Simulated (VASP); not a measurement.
# Zn3GeN (Pm-3m) in VASP: a series of runs

The runs below take Zn3GeN through single point, relaxation of cell and atoms, with PBE.

Program: VASP 6.6.1. These are calculated values, not measurements. Logs are shortened: lines on timing, memory, paths and dates and some standing lists are left out, and cuts for length are marked.

## Step 1: The cell of the first run

It takes space group Pm-3m (No. 221, cubic). The conventional cell has a = 4.195 Å, b = 4.195 Å, c = 4.195 Å, α = 90.00°, β = 90.00°, γ = 90.00°. Within 2.8 Å of Zn (site symmetry 4/mmm) lie 2 N at 2.10 Å. Within 3.9 Å of Ge (site symmetry m-3m) lie 12 Zn at 2.97 Å and 8 N at 3.63 Å. Within 2.8 Å of N (site symmetry m-3m) lie 6 Zn at 2.10 Å.

The cell was generated, and may not be a known phase.

## Step 2: Single point, PBE

INCAR

```
ALGO = Normal
EDIFF = 1E-6
ENCUT = 520
GGA = PE
ISIF = 2
ISMEAR = 0
LASPH = T
LCHARG = F
LREAL = F
LWAVE = F
NBANDS = 36
NELM = 60
PREC = Accurate
SIGMA = 0.1
```

KPOINTS

```
k-points
0
Gamma
  4 4 4
```

POSCAR

```
Zn3GeN
1.0
    4.1947155745      0.0000000000      0.0000000000
    0.0000000000      4.1947155745      0.0000000000
    0.0000000000      0.0000000000      4.1947155745
Zn Ge N
3 1 1
Direct
    0.5000000000      0.5000000000      0.0000000000
    0.5000000000      0.0000000000      0.5000000000
    0.0000000000      0.5000000000      0.5000000000
    0.0000000000      0.0000000000      0.0000000000
    0.5000000000      0.5000000000      0.5000000000
```

Potentials or basis: VASP PAW PBE potentials, release 64 (Zn, Ge_d, N).

Run with:

```sh
$ cat potpaw_PBE.64/Zn/POTCAR potpaw_PBE.64/Ge_d/POTCAR potpaw_PBE.64/N/POTCAR > POTCAR
$ mpirun -np 1 vasp_std > vasp.out
```

OUTCAR:

```text
EDIFF = 1E-6
   ENCUT = 520
   GGA = PE
   ISIF = 2
   ISMEAR = 0
   LASPH = T
   LREAL = F
   NELM = 60
   PREC = Accurate

 ion  position               nearest neighbor table
   1  0.500  0.500  0.000-   5 2.10   5 2.10   4 2.97   2 2.97   2 2.97   3 2.97   3 2.97   2 2.97
                             4 2.97   2 2.97   3 2.97   4 2.97   3 2.97   4 2.97
   2  0.500  0.000  0.500-   5 2.10   5 2.10   4 2.97   1 2.97   1 2.97   4 2.97   1 2.97   3 2.97
                             3 2.97   1 2.97   3 2.97   4 2.97   4 2.97   3 2.97
   3  0.000  0.500  0.500-   5 2.10   5 2.10   4 2.97   1 2.97   1 2.97   4 2.97   2 2.97   4 2.97
                             4 2.97   1 2.97   2 2.97   2 2.97   1 2.97   2 2.97
   4  0.000  0.000  0.000-   1 2.97   2 2.97   3 2.97   2 2.97   3 2.97   1 2.97   3 2.97   3 2.97
                             1 2.97   2 2.97   2 2.97   1 2.97
   5  0.500  0.500  0.500-   1 2.10   2 2.10   3 2.10   1 2.10   2 2.10   3 2.10

  LATTYP: Found a simple cubic cell.
 ALAT       =     4.1947155745

  Lattice vectors:

 A1 = (   4.1947155745,   0.0000000000,   0.0000000000)
 A2 = (   0.0000000000,   4.1947155745,   0.0000000000)
 A3 = (   0.0000000000,   0.0000000000,   4.1947155745)

Analysis of symmetry for initial positions (statically):
=====================================================================
 Subroutine PRICEL returns:
 Original cell was already a primitive cell.

 Routine SETGRP: Setting up the symmetry group for a
 simple cubic supercell.

 Subroutine GETGRP returns: Found 48 space group operations
 (whereof 48 operations were pure point group operations)
 out of a pool of 48 trial point group operations.

The static configuration has the point symmetry O_h .

Analysis of symmetry for dynamics (positions and initial velocities):
=====================================================================
 Subroutine PRICEL returns:
 Original cell was already a primitive cell.

 Routine SETGRP: Setting up the symmetry group for a
 simple cubic supercell.

 Subroutine GETGRP returns: Found 48 space group operations
 (whereof 48 operations were pure point group operations)
 out of a pool of 48 trial point group operations.

The dynamic configuration has the point symmetry O_h .

 Subroutine INISYM returns: Found 48 space group operations
 (whereof 48 operations are pure point group operations),
 and found     1 'primitive' translations

----------------------------------------------------------------------------------------

                                     Primitive cell

  volume of cell :      73.8087

  direct lattice vectors                    reciprocal lattice vectors
     4.194715574  0.000000000  0.000000000     0.238395186  0.000000000  0.000000000
     0.000000000  4.194715574  0.000000000     0.000000000  0.238395186  0.000000000
     0.000000000  0.000000000  4.194715574     0.000000000  0.000000000  0.238395186

  length of vectors
     4.194715574  4.194715574  4.194715574     0.238395186  0.238395186  0.238395186

  position of ions in fractional coordinates (direct lattice)
     0.500000000  0.500000000  0.000000000
     0.500000000  0.000000000  0.500000000
     0.000000000  0.500000000  0.500000000
     0.000000000  0.000000000  0.000000000
     0.500000000  0.500000000  0.500000000

  ion indices of the primitive-cell ions
   primitive index   ion index
                 1           1
                 2           2
                 3           3
                 4           4
                 5           5

----------------------------------------------------------------------------------------

 KPOINTS: k-points

Automatic generation of k-mesh.
 Grid dimensions read from file:
 generate k-points for:    4    4    4

 Generating k-lattice:

  Cartesian coordinates                     Fractional coordinates (reciprocal lattice)
     0.059598797  0.000000000  0.000000000     0.250000000  0.000000000  0.000000000
     0.000000000  0.059598797  0.000000000     0.000000000  0.250000000  0.000000000
     0.000000000  0.000000000  0.059598797     0.000000000  0.000000000  0.250000000

  Length of vectors
     0.059598797  0.059598797  0.059598797

  Shift w.r.t. Gamma in fractional coordinates (k-lattice)
     0.000000000  0.000000000  0.000000000

 Subroutine IBZKPT returns following result:
 ===========================================

 Found     10 irreducible k-points:

 Following reciprocal coordinates:
            Coordinates               Weight
  0.000000  0.000000  0.000000      1.000000
  0.250000  0.000000  0.000000      6.000000
  0.500000  0.000000  0.000000      3.000000
  0.250000  0.250000  0.000000     12.000000
  0.500000  0.250000  0.000000     12.000000
  0.500000  0.500000  0.000000      3.000000
  0.250000  0.250000  0.250000      8.000000
  0.500000  0.250000  0.250000     12.000000
  0.500000  0.500000  0.250000      6.000000
  0.500000  0.500000  0.500000      1.000000
   k-points           NKPTS =     10   k-points in BZ     NKDIM =     10   number of bands    NBANDS=     36
   number of dos      NEDOS =    301   number of ions     NIONS =      5
   total plane-waves  NPLWV =  32768
   dimension x,y,z NGX =    32 NGY =   32 NGZ =   32
   dimension x,y,z NGXF=    64 NGYF=   64 NGZF=   64
   ions per type =               3   1   1
   NGX,Y,Z   is equivalent  to a cutoff of  12.68, 12.68, 12.68 a.u.
   NGXF,Y,Z  is equivalent  to a cutoff of  25.36, 25.36, 25.36 a.u.
 SYSTEM =  unknown system
   PREC   = accura    normal or accurate (medium, high low for compatibility)
   ISTART =      0    job   : 0-new  1-cont  2-samecut
   ICHARG =      2    charge: 1-file 2-atom 10-const
   ISPIN  =      1    spin polarized calculation?
   LNONCOLLINEAR =      F non collinear calculations
   LSORBIT =      F    spin-orbit coupling
   LASPH  =      T    aspherical Exc in radial PAW
   ENCUT  =  520.0 eV  38.22 Ry    6.18 a.u.   7.80  7.80  7.80*2*pi/ulx,y,z
   NELM   =     60;   NELMIN=  2; NELMDL= -5     # of ELM steps
   EDIFF  = 0.1E-05   stopping-criterion for ELM
   LREAL  =      F    real-space projection
   EDIFFG = 0.1E-04   stopping-criterion for IOM
   NSW    =      0    number of steps for IOM
   IBRION =     -1    ionic relax: 0-MD 1-quasi-New 2-CG
   NFREE  =      0    steps in history (QN), initial steepest desc. (CG)
   ISIF   =      2    stress and relaxation
   ISYM   =      2    0-nonsym 1-usesym 2-fastsym
   POTIM  = 0.5000    time-step for ionic-motion
   TEBEG  =    0.0;   TEEND  =   0.0 temperature during run
   PSTRESS=    0.0 pullay stress
   NELECT =      55.0000    total number of electrons
   NUPDOWN=      -1.0000    fix difference up-down
   EMIN   =  10.00;   EMAX   =-10.00  energy-range for DOS
   EFERMI =   0.00;   METHOD = LEGACY
   ISMEAR =     0;   SIGMA  =   0.10  broadening in eV -4-tet -1-fermi 0-gaus
   EFERMI_NEDOS =   21; number of points for ismear=-14 and -15
   IALGO  =     38    algorithm
   IMIX   =      4    mixing-type and parameters
     AMIX     =   0.40;   BMIX     =  1.00
     AMIX_MAG =   1.60;   BMIX_MAG =  1.00
  volume/ion in A,a.u.               =      14.76        99.62
  Fermi-wavevector in a.u.,A,eV,Ry     =   1.484203  2.804736 29.971697  2.202858
  Thomas-Fermi vector in A             =   2.597769
   LORBIT       =      0    0 simple, 1 ext, 2 COOP (PROOUT), +10 PAW based schemes
   GGA     = PE    functional components
   LHFCALC =     F    Hartree Fock is set to
   AEXX    =    0.0000 exact exchange contribution
   IVDW    =     0    specifies the selected vdW correction
   LEPSILON=     F    determine dielectric tensor
   LRPA    =     F    only Hartree local field effects (RPA)
 non-spin polarized calculation
 Gauss-broadening in eV      SIGMA  =   0.10
  energy-cutoff  :      520.00
  volume of cell :       73.81
 maximum number of plane-waves:      2008
 NGX is ok and might be reduce to    32
   NGX = 15   NGY = 15   NGZ = 15

 number of electron      55.0000010 magnetization

 Free energy of the ion-electron system (eV)
  ---------------------------------------------------
  ext. energy  EPLUGINS =         0.00000000
  ---------------------------------------------------
  free energy    TOTEN  =       -14.08713951 eV

  energy without entropy =      -14.06273818  energy(sigma->0) =      -14.07493885

 E-fermi :   4.2219     XC(G=0): -11.3473

 val. band max:        4.2110034764   @ k =   0.0000   0.0000   0.0000
 cond. band min:       4.3962942068   @ k =   0.2500   0.2500   0.0000
 fundamental gap:      0.1852907304
 Fermi energy:         4.2219291852

 k-point     1 :       0.0000    0.0000    0.0000
  band No.  band energies     occupation
      1     -20.1159      2.00000
      2     -20.1159      2.00000
      3     -20.1159      2.00000
      4     -20.1142      2.00000
      5     -20.1142      2.00000
      6     -11.7323      2.00000
[... 28 lines left out ...]
     35      13.3806      0.00000
     36      13.3834      0.00000

 k-point     2 :       0.2500    0.0000    0.0000
  band No.  band energies     occupation
      1     -20.1163      2.00000
      2     -20.1163      2.00000
      3     -20.1158      2.00000
      4     -20.1140      2.00000
      5     -20.1123      2.00000
      6     -11.5686      2.00000
[... 28 lines left out ...]
     35      12.2375      0.00000
     36      12.4761      0.00000

 k-point     3 :       0.5000    0.0000    0.0000
  band No.  band energies     occupation
      1     -20.1166      2.00000
      2     -20.1166      2.00000
      3     -20.1158      2.00000
      4     -20.1139      2.00000
      5     -20.1104      2.00000
      6     -11.3864      2.00000
[... 28 lines left out ...]
     35      11.8452      0.00000
     36      11.8452      0.00000
[... 196 lines left out ...]
 k-point     9 :       0.5000    0.5000    0.2500
  band No.  band energies     occupation
      1     -20.1182      2.00000
      2     -20.1173      2.00000
      3     -20.1173      2.00000
      4     -20.1103      2.00000
      5     -20.1084      2.00000
      6     -10.9162      2.00000
[... 28 lines left out ...]
     35      12.4457      0.00000
     36      14.4130      0.00000

 k-point    10 :       0.5000    0.5000    0.5000
  band No.  band energies     occupation
      1     -20.1182      2.00000
      2     -20.1182      2.00000
      3     -20.1182      2.00000
      4     -20.1085      2.00000
      5     -20.1085      2.00000
      6     -10.7493      2.00000
[... 28 lines left out ...]
     35      13.2314      0.00000
     36      15.5217      0.00000

------------------------ aborting loop because EDIFF is reached ----------------------------------------

  FORCE on cell =-STRESS in cart. coord.  units (eV):
  Direction    XX          YY          ZZ          XY          YZ          ZX
  --------------------------------------------------------------------------------------
  -------------------------------------------------------------------------------------
  Total        0.1234977      0.1234977      0.1234977      0.0000000      0.0000000      0.0000000
  in kB        2.6807840      2.6807840      2.6807840      0.0000000      0.0000000      0.0000000
  external PRESSURE =       2.6807840 kB  Pullay stress =       0.0000000 kB

 VOLUME and BASIS-vectors are now :
 -----------------------------------------------------------------------------
  energy-cutoff  :      520.00
  volume of cell :       73.81
      direct lattice vectors                 reciprocal lattice vectors
     4.194715574  0.000000000  0.000000000     0.238395186  0.000000000  0.000000000
     0.000000000  4.194715574  0.000000000     0.000000000  0.238395186  0.000000000
     0.000000000  0.000000000  4.194715574     0.000000000  0.000000000  0.238395186

 POSITION                                       TOTAL-FORCE (eV/Angst)
 -----------------------------------------------------------------------------------
      2.09736      2.09736      0.00000         0.000000      0.000000      0.000000
      2.09736      0.00000      2.09736         0.000000      0.000000      0.000000
      0.00000      2.09736      2.09736         0.000000      0.000000      0.000000
      0.00000      0.00000      0.00000         0.000000      0.000000      0.000000
      2.09736      2.09736      2.09736         0.000000      0.000000      0.000000
 -----------------------------------------------------------------------------------
    total drift:                                0.000000     -0.000000     -0.000000

  FREE ENERGIE OF THE ION-ELECTRON SYSTEM (eV)
  ---------------------------------------------------
  free  energy   TOTEN  =       -14.0871395143 eV

  energy  without entropy=      -14.0627381838  energy(sigma->0) =      -14.07493885
```

It took 12 s on 1 thread of Intel Xeon 6975P-C (Granite Rapids), shared host; peak memory 0.18 GiB.

Results:

* Free energy: -14.0871 eV
* Pressure: 0.3 GPa
* Band gap on the k mesh: zero (an odd number of electrons rules out a gap without spin polarisation)

Caveat: the k points lie up to 0.37 Å⁻¹ apart, too coarse for converged energies and pressures of a metal.

## Step 3: Single point, PBE

This run uses another cell than the first one, of 17.09 Å³/atom.

INCAR

```
ALGO = Normal
EDIFF = 1E-6
ENCUT = 520
GGA = PE
ISIF = 2
ISMEAR = 0
LASPH = True
LCHARG = False
LREAL = False
LWAVE = False
NBANDS = 36
NELM = 60
PREC = Accurate
SIGMA = 0.1
```

KPOINTS is that of step 2.

POSCAR: that of step 2 with these lines changed.

```diff
@@ -2,5 +2,5 @@
 1.0
-    4.1947155745      0.0000000000      0.0000000000
-    0.0000000000      4.1947155745      0.0000000000
-    0.0000000000      0.0000000000      4.1947155745
+    4.4045886200      0.0000000000      0.0000000000
+    0.0000000000      4.4045886200      0.0000000000
+    0.0000000000      0.0000000000      4.4045886200
 Zn Ge N
```

Potentials or basis: VASP PAW PBE potentials, release 64 (Zn, Ge_d, N).

Run with:

```sh
$ cat potpaw_PBE.64/Zn/POTCAR potpaw_PBE.64/Ge_d/POTCAR potpaw_PBE.64/N/POTCAR > POTCAR
$ mpirun -np 1 vasp_std > vasp.out
```

It took 16 s on 1 thread of Intel Xeon 6975P-C (Granite Rapids), shared host; peak memory 0.2 GiB.

The run converged. Its results:

```yaml
Free_energy: -13.7247 eV
Pressure: -9.0 GPa
Band_gap_on_the_k_mesh: zero (an odd number of electrons rules out a gap without spin polarisation)
```

Levels at points of the mesh, in eV from the Fermi level:
```
           k point  band 24  band 25  band 26  band 27  band 28  band 29  band 30  band 31  band 32  band 33
(0.00, 0.00, 0.00)    -4.34    -4.34    -0.53    -0.26    -0.26     0.05     0.05     0.05     6.34     6.34
(0.50, 0.00, 0.00)    -3.87    -3.63    -3.63    -0.09    -0.09     0.70     2.58     2.81     4.28     4.28
(0.50, 0.50, 0.00)    -5.59    -3.17    -1.34    -0.37    -0.37     1.07     1.56     3.28     3.28     4.95
(0.50, 0.50, 0.50)    -4.37    -4.37    -3.15    -3.15    -3.15     2.79     2.79     2.79     5.06     7.88
```

Caveat: the cell stands under tension.

## Step 4: Relaxation of cell and atoms, PBE

This run uses another cell than the first one, of 17.09 Å³/atom.

INCAR

```
PREC = Accurate ; ENCUT = 600
EDIFF = 1E-7 ; ISMEAR = 0
SIGMA = 0.1 ; LREAL = False
LASPH = True ; NELM = 100
ALGO = Normal ; ISIF = 3
LWAVE = False ; LCHARG = False
GGA = PE ; IBRION = 2
NSW = 90 ; EDIFFG = -0.04
```

KPOINTS

```
Automatic mesh
0
Gamma
  4 4 4
```

POSCAR is that of step 3.

Run with:

```sh
$ cat potpaw_PBE.64/Zn/POTCAR potpaw_PBE.64/Ge_d/POTCAR potpaw_PBE.64/N/POTCAR > POTCAR
$ mpirun -np 1 vasp_std > vasp.out
```

Run time: 32 s. Hardware: 1 thread of Intel Xeon 6975P-C (Granite Rapids), shared host; peak memory 0.21 GiB.

It converged, with:

```
Free energy                           : -14.0969 eV
Relaxed volume                        : 14.82 Å³/atom
Relaxed cell                          : a = 4.200 Å, b = 4.200 Å, c = 4.200 Å, α = 90.00°, β = 90.00°, γ = 90.00°
Space group after relaxing (to 0.1 Å) : Pm-3m (No. 221)
Energy gained by relaxing             : 74.2 meV/atom
Ionic steps                           : 2
Pressure after relaxing               : -0.1 GPa
Band gap on the k mesh                : zero (an odd number of electrons rules out a gap without spin polarisation)
```

Step by step:
```
step  energy change (eV)  largest force (eV/Å)  pressure (GPa)  volume (Å³)
   1              0.0000                0.0000           -9.02        85.45
   2             -0.3709                0.0000           -0.14        74.09
```

Final structure:
```cif
data_structure
_symmetry_space_group_name_H-M 'P 1'
_symmetry_Int_Tables_number 1
_cell_length_a 4.2000
_cell_length_b 4.2000
_cell_length_c 4.2000
_cell_angle_alpha 90.000
_cell_angle_beta 90.000
_cell_angle_gamma 90.000
_cell_volume 74.09
loop_
_atom_site_label
_atom_site_type_symbol
_atom_site_fract_x
_atom_site_fract_y
_atom_site_fract_z
_atom_site_occupancy
Zn1 Zn 0.50000 0.50000 0.00000 1
Zn2 Zn 0.50000 0.00000 0.50000 1
Zn3 Zn 0.00000 0.50000 0.50000 1
Ge1 Ge 0.00000 0.00000 0.00000 1
N1 N 0.50000 0.50000 0.50000 1
```

Levels at points of the mesh, in eV from the Fermi level:
| k point | band 26 | band 27 | band 28 | band 29 | band 30 | band 31 |
| --- | --- | --- | --- | --- | --- | --- |
| (0.00, 0.00, 0.00) | -0.05 | -0.05 | -0.01 | -0.01 | -0.01 | 0.49 |
| (0.50, 0.00, 0.00) | -3.78 | -0.16 | -0.16 | 1.18 | 2.54 | 3.51 |
| (0.50, 0.50, 0.00) | -1.09 | -0.35 | -0.35 | 1.25 | 1.79 | 3.35 |
| (0.50, 0.50, 0.50) | -3.76 | -3.76 | -3.76 | 3.34 | 3.34 | 3.34 |

## Step 5: Single point, PBE

This run uses another cell than the first one, of 14.71 Å³/atom.

INCAR

```
PREC = Accurate
ENCUT = 520
EDIFF = 1E-6
ISMEAR = 0
SIGMA = 0.1
LREAL = False
LASPH = True
NELM = 60
ALGO = Normal
ISIF = 2
LWAVE = False
LCHARG = False
GGA = PE
NBANDS = 36
```

KPOINTS

```
Automatic mesh
0
Gamma
  10 10 10
```

POSCAR: that of step 4 with these lines changed.

```diff
@@ -2,5 +2,5 @@
 1.0
-    4.4045886200      0.0000000000      0.0000000000
-    0.0000000000      4.4045886200      0.0000000000
-    0.0000000000      0.0000000000      4.4045886200
+    4.1893774930      0.0000000000      0.0000000000
+    0.0000000000      4.1893774930      0.0000000000
+    0.0000000000      0.0000000000      4.1893774930
 Zn Ge N
```

Run with:

```sh
$ cat potpaw_PBE.64/Zn/POTCAR potpaw_PBE.64/Ge_d/POTCAR potpaw_PBE.64/N/POTCAR > POTCAR
$ mpirun -np 1 vasp_std > vasp.out
```

Run time: 43 s. Hardware: 1 thread of Intel Xeon 6975P-C (Granite Rapids), shared host; peak memory 0.26 GiB.

It converged, with:

```yaml
Free_energy: -14.1929 eV
Pressure: 0.4 GPa
Band_gap_on_the_k_mesh: zero (an odd number of electrons rules out a gap without spin polarisation)
```

Levels at points of the mesh, in eV from the Fermi level:
```tsv
k point	band 24	band 25	band 26	band 27	band 28	band 29	band 30	band 31
(0.00, 0.00, 0.00)	-5.07	-5.07	0.04	0.04	0.04	0.04	0.04	0.61
(0.50, 0.00, 0.00)	-4.10	-3.90	-3.72	-0.09	-0.09	1.29	2.62	3.59
(0.50, 0.50, 0.00)	-5.88	-3.50	-1.01	-0.31	-0.31	1.33	1.88	3.43
(0.50, 0.50, 0.50)	-4.46	-4.46	-3.72	-3.72	-3.72	3.40	3.40	3.40
```

## Step 6: Overview

| task | cell | k mesh | cutoff (eV) | gap on the mesh (eV) | pressure (GPa) |
| --- | --- | --- | --- | --- | --- |
| single point | a = 4.195 Å, 5 atoms | 4 × 4 × 4 | 520 | none | 0.3 |
| single point | a = 4.405 Å, 5 atoms | 4 × 4 × 4 | 520 | none | -9.0 |
| relaxation of cell and atoms | relaxed from a = 4.405 Å, 5 atoms | 4 × 4 × 4 | 600 | none | -0.1 |
| single point | a = 4.189 Å, 5 atoms | 10 × 10 × 10 | 520 | none | 0.4 |

Alike in all rows: level PBE; potentials or basis VASP PAW PBE potentials, release 64 (Zn, Ge_d, N); no spin polarisation; smearing gaussian 0.1 eV.

Caveats: some runs use coarse meshes; the cell stands under tension (at least some runs).

Total energies depend on the potentials used, so only differences within one code and one set of settings carry meaning.

The gap in the log of VASP goes by the Fermi energy; the results here count the filled bands.